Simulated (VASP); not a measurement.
Wanted: the native input for a VASP 6.6.1 run.

- Task: relaxation of cell and atoms
- Functional: PBE
- Potentials or basis: VASP PAW PBE potentials, release 64 (Rb_sv)
- Cutoff: 600 eV
- k mesh: 9 × 9 × 9
- Occupations: fermi-dirac, width 0.08 eV
- Spin: no spin polarisation
- Target pressure: -0.009 GPa
- Dipole correction: no
- Further INCAR settings: ALGO = Normal; EDIFF = 1e-06; IBRION = 2; EDIFFG = -0.005; NSW = 60; ISIF = 3

The structure of Rb lies in POSCAR:

```
Rb
1.0
    0.0000000000      3.5789557335      3.5789557335
    3.5789557335      0.0000000000      3.5789557335
    3.5789557335      3.5789557335      0.0000000000
Rb
1
Direct
    0.0000000000      0.0000000000      0.0000000000
```

This isn't the form of Rb at room conditions, which is bcc.

One way to write it, as run:

INCAR

```
ALGO = Normal
EDIFF = 1E-6
EDIFFG = -0.005
ENCUT = 600
GGA = PE
IBRION = 2
ISIF = 3
ISMEAR = -1
LASPH = True
LCHARG = False
LREAL = False
LWAVE = False
NELM = 100
NSW = 60
PREC = Accurate
PSTRESS = -0.09
SIGMA = 0.08
```

KPOINTS

```
k-points
0
Gamma
  9 9 9
```

Potentials or basis: VASP PAW PBE potentials, release 64 (Rb_sv).

The run is started by

```bash
$ cat potpaw_PBE.64/Rb_sv/POTCAR > POTCAR
$ mpirun -np 1 vasp_std > vasp.out
```

Results of the run:

| Quantity | Value |
| --- | --- |
| Pressure after relaxing | 0.0 GPa |
| Band gap on the k mesh | zero (an odd number of electrons rules out a gap without spin polarisation) |

Caveat: the cell is relaxed towards a set pressure, so the run minimises the enthalpy, not the energy.

Run time: 10 s on 1 thread of Intel(R) Xeon(R) 6975P-C (Granite Rapids), with other jobs on the host, peak memory 0.24 GiB.
